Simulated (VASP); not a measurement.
# HCl4 (I4_1/amd) in VASP: single point with PBEsol

Aim: the single point of HCl4 with PBEsol.

All numbers are computed with VASP 6.6.1; they aren't measurements. Logs are shortened: lines on timing, memory, paths and dates and some standing lists are left out, and cuts for length are marked.

### 1 The cell of the first run

Symmetry: I4_1/amd, No. 141, tetragonal system. Conventional cell: a = 7.975 Å, b = 7.975 Å, c = 7.192 Å, α = 90.00°, β = 90.00°, γ = 90.00°. Within 3.7 Å of Cl (site symmetry m) lie 2 H at 2.50 to 2.77 Å and 10 Cl at 2.96 to 3.61 Å. Within 3.3 Å of H (site symmetry -4m2) lie 8 Cl at 2.50 to 2.77 Å.

### 2 Single point, PBEsol

INCAR reads:

```
ALGO     = Normal         # electronic algorithm
EDIFF    = 1E-6           # SCF threshold, eV
ENCUT    = 520            # plane-wave cutoff, eV
GGA      = PS             # functional
ISIF     = 2              # what is computed and relaxed
ISMEAR   = -1             # smearing method
LASPH    = T              # aspherical terms in the spheres
LCHARG   = T              # write CHGCAR
LELF     = T              # ELF
LREAL    = F              # projectors in reciprocal space
LVHAR    = T            
LWAVE    = F              # write WAVECAR
NBANDS   = 40             # bands
NELM     = 80             # most SCF steps
PREC     = Accurate       # precision mode
SIGMA    = 0.1            # smearing width, eV
```

KPOINTS reads:

```
k-points
0
Gamma
  6 6 6
```

POSCAR reads:

```
HCl4
1.0
   -3.9876260000      3.9876260000      3.5958230000
    3.9876260000     -3.9876260000      3.5958230000
    3.9876260000      3.9876260000     -3.5958230000
Cl H
8 2
Direct
    0.3610000000      0.8040000000      0.5570000000
    0.8040000000      0.7470000000      0.4430000000
    0.7470000000      0.8040000000      0.9430000000
    0.8040000000      0.3610000000      0.0570000000
    0.6390000000      0.1960000000      0.4430000000
    0.1960000000      0.6390000000      0.9430000000
    0.2530000000      0.1960000000      0.0570000000
    0.1960000000      0.2530000000      0.5570000000
    0.1250000000      0.8750000000      0.2500000000
    0.8750000000      0.1250000000      0.7500000000
```

Potentials or basis: VASP PAW PBE potentials, release 64 (Cl, H).

On the command line:

```bash
$ cat potpaw_PBE.64/Cl/POTCAR potpaw_PBE.64/H/POTCAR > POTCAR
$ mpirun -np 1 vasp_std > vasp.out
```

OUTCAR:

```text
EDIFF = 1E-6
   ENCUT = 520
   GGA = PS
   ISIF = 2
   ISMEAR = -1
   LASPH = T
   LREAL = F
   NELM = 80
   PREC = Accurate

 ion  position               nearest neighbor table
   1  0.361  0.804  0.557-
   2  0.804  0.747  0.443-
   3  0.747  0.804  0.943-
   4  0.804  0.361  0.057-
   5  0.639  0.196  0.443-
   6  0.196  0.639  0.943-
   7  0.253  0.196  0.057-
   8  0.196  0.253  0.557-
   9  0.125  0.875  0.250-
  10  0.875  0.125  0.750-

  LATTYP: Found a body centered tetragonal cell.
 ALAT       =     7.9752520000
 C/A-ratio  =     0.9017452991

  Lattice vectors:

 A1 = (  -3.9876260000,   3.9876260000,   3.5958230000)
 A2 = (   3.9876260000,  -3.9876260000,   3.5958230000)
 A3 = (   3.9876260000,   3.9876260000,  -3.5958230000)

Analysis of symmetry for initial positions (statically):
=====================================================================
 Subroutine PRICEL returns:
 Original cell was already a primitive cell.

 Routine SETGRP: Setting up the symmetry group for a
 body centered tetragonal supercell.

 Subroutine GETGRP returns: Found 16 space group operations
 (whereof  4 operations were pure point group operations)
 out of a pool of 16 trial point group operations.

The static configuration has the point symmetry C_2h.
 The point group associated with its full space group is D_4h.

Analysis of symmetry for dynamics (positions and initial velocities):
=====================================================================
 Subroutine PRICEL returns:
 Original cell was already a primitive cell.

 Routine SETGRP: Setting up the symmetry group for a
 body centered tetragonal supercell.

 Subroutine GETGRP returns: Found 16 space group operations
 (whereof  4 operations were pure point group operations)
 out of a pool of 16 trial point group operations.

The dynamic configuration has the point symmetry C_2h.
 The point group associated with its full space group is D_4h.

 Subroutine INISYM returns: Found 16 space group operations
 (whereof  4 operations are pure point group operations),
 and found     1 'primitive' translations

----------------------------------------------------------------------------------------

                                     Primitive cell

  volume of cell :     228.7110

  direct lattice vectors                    reciprocal lattice vectors
    -3.987626000  3.987626000  3.595823000     0.000000000  0.125387887  0.139050226
     3.987626000 -3.987626000  3.595823000     0.125387887  0.000000000  0.139050226
     3.987626000  3.987626000 -3.595823000     0.125387887  0.125387887  0.000000000

  length of vectors
     6.688218393  6.688218393  6.688218393     0.187235380  0.187235380  0.177325251

  position of ions in fractional coordinates (direct lattice)
     0.361000000  0.804000000  0.557000000
     0.804000000  0.747000000  0.443000000
     0.747000000  0.804000000  0.943000000
     0.804000000  0.361000000  0.057000000
     0.639000000  0.196000000  0.443000000
     0.196000000  0.639000000  0.943000000
     0.253000000  0.196000000  0.057000000
     0.196000000  0.253000000  0.557000000
     0.125000000  0.875000000  0.250000000
     0.875000000  0.125000000  0.750000000

  ion indices of the primitive-cell ions
   primitive index   ion index
                 1           1
                 2           2
                 3           3
                 4           4
                 5           5
                 6           6
                 7           7
                 8           8
                 9           9
                10          10

----------------------------------------------------------------------------------------

 KPOINTS: k-points

Automatic generation of k-mesh.
 Grid dimensions read from file:
 generate k-points for:    6    6    6

 Generating k-lattice:

  Cartesian coordinates                     Fractional coordinates (reciprocal lattice)
     0.000000000  0.020897981  0.023175038     0.166666667  0.000000000  0.000000000
     0.020897981  0.000000000  0.023175038     0.000000000  0.166666667  0.000000000
     0.020897981  0.020897981  0.000000000     0.000000000  0.000000000  0.166666667

  Length of vectors
     0.031205897  0.031205897  0.029554208

  Shift w.r.t. Gamma in fractional coordinates (k-lattice)
     0.000000000  0.000000000  0.000000000

 Subroutine IBZKPT returns following result:
 ===========================================

 Found     30 irreducible k-points:

 Following reciprocal coordinates:
            Coordinates               Weight
  0.000000  0.000000  0.000000      1.000000
  0.166667  0.000000 -0.000000      8.000000
  0.333333  0.000000  0.000000      8.000000
  0.500000  0.000000  0.000000      4.000000
  0.166667  0.166667 -0.000000      8.000000
  0.333333  0.166667  0.000000     16.000000
[... 16 lines left out ...]
 -0.333333 -0.333333  0.166667      8.000000
 -0.166667 -0.333333  0.166667      8.000000
 [... further k-points ...]
   k-points           NKPTS =     30   k-points in BZ     NKDIM =     30   number of bands    NBANDS=     40
   number of dos      NEDOS =    301   number of ions     NIONS =     10
   total plane-waves  NPLWV = 125000
   dimension x,y,z NGX =    50 NGY =   50 NGZ =   50
   dimension x,y,z NGXF=   100 NGYF=  100 NGZF=  100
   ions per type =               8   2
   NGX,Y,Z   is equivalent  to a cutoff of  12.43, 12.43, 12.43 a.u.
   NGXF,Y,Z  is equivalent  to a cutoff of  24.86, 24.86, 24.86 a.u.
 SYSTEM =  unknown system
   PREC   = accura    normal or accurate (medium, high low for compatibility)
   ISTART =      0    job   : 0-new  1-cont  2-samecut
   ICHARG =      2    charge: 1-file 2-atom 10-const
   ISPIN  =      1    spin polarized calculation?
   LNONCOLLINEAR =      F non collinear calculations
   LSORBIT =      F    spin-orbit coupling
   LASPH  =      T    aspherical Exc in radial PAW
   ENCUT  =  520.0 eV  38.22 Ry    6.18 a.u.  12.44 12.44 12.44*2*pi/ulx,y,z
   NELM   =     80;   NELMIN=  2; NELMDL= -5     # of ELM steps
   EDIFF  = 0.1E-05   stopping-criterion for ELM
   LREAL  =      F    real-space projection
   EDIFFG = 0.1E-04   stopping-criterion for IOM
   NSW    =      0    number of steps for IOM
   IBRION =     -1    ionic relax: 0-MD 1-quasi-New 2-CG
   NFREE  =      0    steps in history (QN), initial steepest desc. (CG)
   ISIF   =      2    stress and relaxation
   ISYM   =      2    0-nonsym 1-usesym 2-fastsym
   POTIM  = 0.5000    time-step for ionic-motion
   TEBEG  =    0.0;   TEEND  =   0.0 temperature during run
   PSTRESS=    0.0 pullay stress
   NELECT =      58.0000    total number of electrons
   NUPDOWN=      -1.0000    fix difference up-down
   EMIN   =  10.00;   EMAX   =-10.00  energy-range for DOS
   EFERMI =   0.00;   METHOD = LEGACY
   ISMEAR =    -1;   SIGMA  =   0.10  broadening in eV -4-tet -1-fermi 0-gaus
   EFERMI_NEDOS =   21; number of points for ismear=-14 and -15
   IALGO  =     38    algorithm
   IMIX   =      4    mixing-type and parameters
     AMIX     =   0.40;   BMIX     =  1.00
     AMIX_MAG =   1.60;   BMIX_MAG =  1.00
  volume/ion in A,a.u.               =      22.87       154.34
  Fermi-wavevector in a.u.,A,eV,Ry     =   1.036228  1.958186 14.609493  1.073767
  Thomas-Fermi vector in A             =   2.170608
   LORBIT       =      0    0 simple, 1 ext, 2 COOP (PROOUT), +10 PAW based schemes
   GGA     = PS    functional components
   LHFCALC =     F    Hartree Fock is set to
   AEXX    =    0.0000 exact exchange contribution
   IVDW    =     0    specifies the selected vdW correction
   LEPSILON=     F    determine dielectric tensor
   LRPA    =     F    only Hartree local field effects (RPA)
 non-spin polarized calculation
  energy-cutoff  :      520.00
  volume of cell :      228.71
 maximum number of plane-waves:      6179
 NGX is ok and might be reduce to    50
   NGX = 25   NGY = 25   NGZ = 25

 number of electron      57.9999995 magnetization

 Free energy of the ion-electron system (eV)
  ---------------------------------------------------
  ext. energy  EPLUGINS =         0.00000000
  ---------------------------------------------------
  free energy    TOTEN  =       -13.39877894 eV

  energy without entropy =      -12.79178869  energy(sigma->0) =      -13.09528381

 E-fermi :  -0.6552     XC(G=0):  -8.5829

 val. band max:       -0.6558335029   @ k =   0.3333   0.1667   0.1667
 cond. band min:      -0.6516160838   @ k =   0.3333   0.0000   0.0000
 fundamental gap:      0.0042174191
 Fermi energy:        -0.6551791242

 k-point     1 :       0.0000    0.0000    0.0000
  band No.  band energies     occupation
      1     -14.8559      2.00000
      2     -13.9538      2.00000
      3     -13.9538      2.00000
      4     -13.8608      2.00000
      5     -13.7900      2.00000
      6     -13.7896      2.00000
[... 32 lines left out ...]
     39       8.9459      0.00000
     40       8.9459      0.00000

 k-point     2 :       0.1667    0.0000   -0.0000
  band No.  band energies     occupation
      1     -14.7993      2.00000
      2     -14.0126      2.00000
      3     -13.9589      2.00000
      4     -13.9379      2.00000
      5     -13.8522      2.00000
      6     -13.6567      2.00000
[... 32 lines left out ...]
     39       9.2435      0.00000
     40       9.3221      0.00000

 k-point     3 :       0.3333    0.0000    0.0000
  band No.  band energies     occupation
      1     -14.6401      2.00000
      2     -14.1503      2.00000
      3     -14.0871      2.00000
      4     -13.9689      2.00000
      5     -13.8489      2.00000
      6     -13.5842      2.00000
[... 853 lines left out ...]
  band No.  band energies     occupation
      1     -14.3811      2.00000
      2     -14.2977      2.00000
      3     -14.1974      2.00000
      4     -13.9922      2.00000
      5     -13.8813      2.00000
      6     -13.6050      2.00000
[... 32 lines left out ...]
     39       9.7331      0.00000
     40       9.8735      0.00000

 k-point    24 :      -0.1667   -0.3333    0.1667
  band No.  band energies     occupation
      1     -14.5589      2.00000
      2     -14.2004      2.00000
      3     -14.0964      2.00000
      4     -13.9754      2.00000
      5     -13.9146      2.00000
      6     -13.5684      2.00000
[... 32 lines left out ...]
     39       9.9168      0.00000
     40       9.9285      0.00000

 [... further k-points ...]

------------------------ aborting loop because EDIFF is reached ----------------------------------------

  FORCE on cell =-STRESS in cart. coord.  units (eV):
  Direction    XX          YY          ZZ          XY          YZ          ZX
  --------------------------------------------------------------------------------------
  -------------------------------------------------------------------------------------
  Total       -8.9802050     -8.9802050     -9.6019171     -0.0000000      0.0000000      0.0000000
  in kB      -62.9085531    -62.9085531    -67.2638004     -0.0000000      0.0000000      0.0000000
  external PRESSURE =     -64.3603022 kB  Pullay stress =       0.0000000 kB

 VOLUME and BASIS-vectors are now :
 -----------------------------------------------------------------------------
  energy-cutoff  :      520.00
  volume of cell :      228.71
      direct lattice vectors                 reciprocal lattice vectors
    -3.987626000  3.987626000  3.595823000     0.000000000  0.125387887  0.139050226
     3.987626000 -3.987626000  3.595823000     0.125387887  0.000000000  0.139050226
     3.987626000  3.987626000 -3.595823000     0.125387887  0.125387887  0.000000000

 POSITION                                       TOTAL-FORCE (eV/Angst)
 -----------------------------------------------------------------------------------
      3.98763      0.45459      2.18626        -0.000000     -0.470231      0.329155
      1.53922      1.99381      3.98417         0.470231     -0.000000      0.329155
      3.98763      3.53304      2.18626        -0.000000      0.470231      0.329155
     -1.53922      1.99381      3.98417        -0.470231     -0.000000      0.329155
     -0.00000      3.53304      1.40956        -0.000000      0.470231     -0.329155
      5.52685      1.99381     -0.38835         0.470231     -0.000000     -0.329155
      0.00000      0.45459      1.40956        -0.000000     -0.470231     -0.329155
      2.44840      1.99381     -0.38835        -0.470231     -0.000000     -0.329155
      3.98763     -1.99381      2.69687        -0.000000     -0.000000      0.000000
     -0.00000      5.98144      0.89896        -0.000000     -0.000000      0.000000
 -----------------------------------------------------------------------------------
    total drift:                               -0.000000     -0.000000      0.000000

  FREE ENERGIE OF THE ION-ELECTRON SYSTEM (eV)
  ---------------------------------------------------
  free  energy   TOTEN  =       -13.3987789402 eV

  energy  without entropy=      -12.7917886876  energy(sigma->0) =      -13.09528381
```

Run time: 5.4 min. Hardware: 1 thread of Oxide Virtual Turin-like, shared host; peak memory 0.42 GiB.

What came out:

```yaml
Free_energy: -13.3988 eV
Pressure: -6.4 GPa
Largest_force: 0.574 eV/Å
Band_gap_on_the_k_mesh: zero (bands 29 and 30 overlap by 0.21 eV)
```

Forces on the atoms (eV/Å):
```
Cl   0.000 -0.470  0.329
Cl   0.470  0.000  0.329
Cl   0.000  0.470  0.329
Cl  -0.470  0.000  0.329
Cl   0.000  0.470 -0.329
Cl   0.470  0.000 -0.329
Cl   0.000 -0.470 -0.329
Cl  -0.470  0.000 -0.329
H    0.000  0.000  0.000
H    0.000  0.000  0.000
```

Caveat: the cell stands under tension; the PAW data sets were made with another functional, which shifts forces and pressure a little.
